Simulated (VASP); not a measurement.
# Ni (I4/mmm) in VASP: single point with PBEsol

Aim: the single point of Ni with PBEsol.

Program: VASP 6.6.1. These are calculated values, not measurements. Logs are shortened: lines on timing, memory, paths and dates and some standing lists are left out, and cuts for length are marked.

## 1. The cell of the first run

It takes space group I4/mmm (No. 139, tetragonal). Conventional cell: a = 2.700 Å, b = 2.700 Å, c = 3.536 Å, α = 90.00°, β = 90.00°, γ = 90.00°. Ni (site symmetry 4/mmm) has 14 Ni at 2.60 to 3.54 Å within 3.6 Å.

## 2. Single point, PBEsol, collinear spin, ferromagnetic start (strain +0.080 along x and y, +0.000 along z)

INCAR reads:

```
ALGO = Fast
EDIFF = 1E-6
ENCUT = 520
GGA = PS
ISIF = 2
ISMEAR = 0
ISPIN = 2
LASPH = True
LCHARG = False
LMAXMIX = 4
LORBIT = 11
LREAL = False
LWAVE = False
MAGMOM = 0.81
NBANDS = 15
NELM = 150
PREC = Accurate
SIGMA = 0.15
```

KPOINTS reads:

```
k-points
0
Gamma
  22 22 22
```

POSCAR reads:

```
Ni
1.0
    0.0000000000      1.9093860000      1.7679500000
    1.9093860000      0.0000000000      1.7679500000
    1.9093860000      1.9093860000      0.0000000000
Ni
1
Direct
    0.0000000000      0.0000000000      0.0000000000
```

Potentials or basis: VASP PAW PBE potentials, release 64 (Ni).

Run with:

```sh
$ cat potpaw_PBE.64/Ni/POTCAR > POTCAR
$ mpirun -np 1 vasp_std > vasp.out
```

OUTCAR:

```text
EDIFF = 1E-6
   ENCUT = 520
   GGA = PS
   ISIF = 2
   ISMEAR = 0
   ISPIN = 2
   LASPH = True
   LORBIT = 11
   LREAL = False
   NELM = 150
   PREC = Accurate

 ion  position               nearest neighbor table
   1  0.000  0.000  0.000-

  LATTYP: Found a body centered tetragonal cell.
 ALAT       =     2.7002795770
 C/A-ratio  =     1.3094570022

  Lattice vectors:

 A1 = (   0.0000000000,  -1.9093860000,  -1.7679500000)
 A2 = (   0.0000000000,   1.9093860000,  -1.7679500000)
 A3 = (   1.9093860000,   0.0000000000,   1.7679500000)

Analysis of symmetry for initial positions (statically):
=====================================================================
 Subroutine PRICEL returns:
 Original cell was already a primitive cell.

 Routine SETGRP: Setting up the symmetry group for a
 body centered tetragonal supercell.

 Subroutine GETGRP returns: Found 16 space group operations
 (whereof 16 operations were pure point group operations)
 out of a pool of 16 trial point group operations.

The static configuration has the point symmetry D_4h.

Analysis of symmetry for dynamics (positions and initial velocities):
=====================================================================
 Subroutine PRICEL returns:
 Original cell was already a primitive cell.

 Routine SETGRP: Setting up the symmetry group for a
 body centered tetragonal supercell.

 Subroutine GETGRP returns: Found 16 space group operations
 (whereof 16 operations were pure point group operations)
 out of a pool of 16 trial point group operations.

The dynamic configuration has the point symmetry D_4h.

Analysis of structural, dynamic, and magnetic symmetry:
=====================================================================
 Subroutine PRICEL returns:
 Original cell was already a primitive cell.

 Routine SETGRP: Setting up the symmetry group for a
 body centered tetragonal supercell.

 Subroutine GETGRP returns: Found 16 space group operations
 (whereof 16 operations were pure point group operations)
 out of a pool of 16 trial point group operations.

The overall configuration has the point symmetry D_4h.

 Subroutine INISYM returns: Found 16 space group operations
 (whereof 16 operations are pure point group operations),
 and found     1 'primitive' translations

----------------------------------------------------------------------------------------

                                     Primitive cell

  volume of cell :      12.8910

  direct lattice vectors                    reciprocal lattice vectors
     0.000000000  1.909386000  1.767950000    -0.261864285  0.261864285  0.282813428
     1.909386000  0.000000000  1.767950000     0.261864285 -0.261864285  0.282813428
     1.909386000  1.909386000  0.000000000     0.261864285  0.261864285 -0.282813428

  length of vectors
     2.602191788  2.602191788  2.700279577     0.465971290  0.465971290  0.465971290

[... 123 lines left out ...]
  free energy    TOTEN  =        -5.85607394 eV

  energy without entropy =       -5.83138096  energy(sigma->0) =       -5.84372745

 E-fermi :   7.0012     XC(G=0): -12.4577

 val. band max:        7.0011757360   @ k =  -0.4545   0.1364   0.3636
 cond. band min:       7.0017176052   @ k =  -0.4545   0.0000   0.4545
 fundamental gap:      0.0005418692
 Fermi energy:         7.0011905618

 spin component 1

 k-point     1 :       0.0000    0.0000    0.0000
  band No.  band energies     occupation
      1      -0.9320      1.00000
      2       4.8350      1.00000
      3       4.8350      1.00000
      4       5.1800      1.00000
      5       5.6521      1.00000
      6       6.0334      1.00000
      7      29.3555      0.00000
      8      31.7373      0.00000
      9      31.7373      0.00000
     10      32.0961      0.00000
     11      34.2572      0.00000
     12      34.5150      0.00000
     13      34.5150      0.00000
     14      37.4080      0.00000
[... 403 lines left out ...]
      4       6.0097      1.00000
      5       6.3951      1.00000
      6       7.1406      0.09431
      7      11.8839      0.00000
      8      27.1089      0.00000
      9      27.4143      0.00000
     10      29.2814      0.00000
     11      31.2834      0.00000
     12      33.3288      0.00000
     13      38.2494      0.00000
     14      47.3579      0.00000
     15      48.2074      0.00000

 [... further k-points ...]

 spin component 2

 k-point     1 :       0.0000    0.0000    0.0000
  band No.  band energies     occupation
      1      -0.9589      1.00000
      2       5.6067      1.00000
      3       5.6067      1.00000
      4       5.9468      1.00000
      5       6.3148      1.00000
      6       6.6792      0.99880
      7      29.2095      0.00000
      8      31.7309      0.00000
      9      31.7309      0.00000
     10      32.1469      0.00000
     11      34.3173      0.00000
     12      34.6292      0.00000
     13      34.6292      0.00000
     14      37.2971      0.00000
[... 403 lines left out ...]
      4       6.4827      1.00000
      5       7.1915      0.03638
      6       7.4535      0.00001
      7      12.2682      0.00000
      8      27.0166      0.00000
      9      27.5053      0.00000
     10      29.3429      0.00000
     11      31.3471      0.00000
     12      33.3759      0.00000
     13      38.3389      0.00000
     14      47.4085      0.00000
     15      48.2527      0.00000

 [... further k-points ...]

------------------------ aborting loop because EDIFF is reached ----------------------------------------

  FORCE on cell =-STRESS in cart. coord.  units (eV):
  Direction    XX          YY          ZZ          XY          YZ          ZX
  --------------------------------------------------------------------------------------
  -------------------------------------------------------------------------------------
  Total       -2.4332444     -2.4332444     -2.0812466      0.0000000     -0.0000000     -0.0000000
  in kB     -302.4188638   -302.4188638   -258.6703680      0.0000000     -0.0000000     -0.0000000
  external PRESSURE =    -287.8360319 kB  Pullay stress =       0.0000000 kB

 VOLUME and BASIS-vectors are now :
 -----------------------------------------------------------------------------
  energy-cutoff  :      520.00
  volume of cell :       12.89
      direct lattice vectors                 reciprocal lattice vectors
     0.000000000  1.909386000  1.767950000    -0.261864285  0.261864285  0.282813428
     1.909386000  0.000000000  1.767950000     0.261864285 -0.261864285  0.282813428
     1.909386000  1.909386000  0.000000000     0.261864285  0.261864285 -0.282813428

 POSITION                                       TOTAL-FORCE (eV/Angst)
 -----------------------------------------------------------------------------------
      0.00000      0.00000      0.00000        -0.000000     -0.000000      0.000000
 -----------------------------------------------------------------------------------
    total drift:                               -0.000000     -0.000000     -0.000000

  FREE ENERGIE OF THE ION-ELECTRON SYSTEM (eV)
  ---------------------------------------------------
  free  energy   TOTEN  =        -5.8560739441 eV

  energy  without entropy=       -5.8313809640  energy(sigma->0) =       -5.84372745

 total charge

# of ion       s       p       d       tot
------------------------------------------
    1        0.436   0.369   8.254   9.059

 magnetization (x)

# of ion       s       p       d       tot
------------------------------------------
    1       -0.006  -0.022   0.723   0.695
```

Wall time 2.3 min (1 thread of AMD EPYC 9R45 (Zen 5), shared host); peak memory 0.29 GiB.

What came out:

```yaml
Free_energy: -5.8561 eV
Pressure: -28.8 GPa
Net_moment: 0.67 μB per cell
Site_moments: Ni +0.69 μB
Valence_electrons_inside_the_program's_atomic_spheres: Ni 9.06
```

Stress tensor (GPa, compression positive):
```
-30.24   0.00   0.00
  0.00 -30.24   0.00
  0.00   0.00 -25.87
```

Levels at points of the mesh, in eV from the Fermi level:
Spin up:
| k point | band 1 | band 2 | band 3 | band 4 | band 5 | band 6 | band 7 | band 8 | band 9 | band 10 |
| --- | --- | --- | --- | --- | --- | --- | --- | --- | --- | --- |
| (0.00, 0.00, 0.00) | -7.93 | -2.17 | -2.17 | -1.82 | -1.35 | -0.97 | 22.35 | 24.74 | 24.74 | 25.09 |
| (0.50, 0.00, 0.00) | -4.02 | -2.23 | -1.83 | -0.72 | -0.57 | -0.01 | 4.56 | 20.12 | 20.64 | 23.86 |
| (0.50, 0.50, 0.00) | -3.70 | -3.45 | -0.61 | -0.54 | -0.54 | 3.44 | 9.11 | 12.15 | 12.15 | 16.77 |
| (0.50, 0.00, 0.50) | -3.81 | -3.39 | -0.67 | -0.60 | -0.46 | 1.83 | 7.14 | 13.88 | 13.97 | 18.24 |
Spin down:
```tsv
k point	band 2	band 3	band 4	band 5	band 6	band 7	band 8	band 9
(0.00, 0.00, 0.00)	-1.39	-1.39	-1.05	-0.69	-0.32	22.21	24.73	24.73
(0.50, 0.00, 0.00)	-1.56	-1.17	-0.06	0.06	0.23	4.98	20.02	20.74
(0.50, 0.50, 0.00)	-2.83	0.09	0.34	0.34	3.41	9.33	12.16	12.16
(0.50, 0.00, 0.50)	-2.73	0.07	0.18	0.42	1.79	7.42	13.90	13.96
```

Caveat: the cell differs from its parent crystal (strain +0.080 along x and y, +0.000 along z); the cell stands under tension; the PAW data sets were made with another functional, which shifts forces and pressure a little.
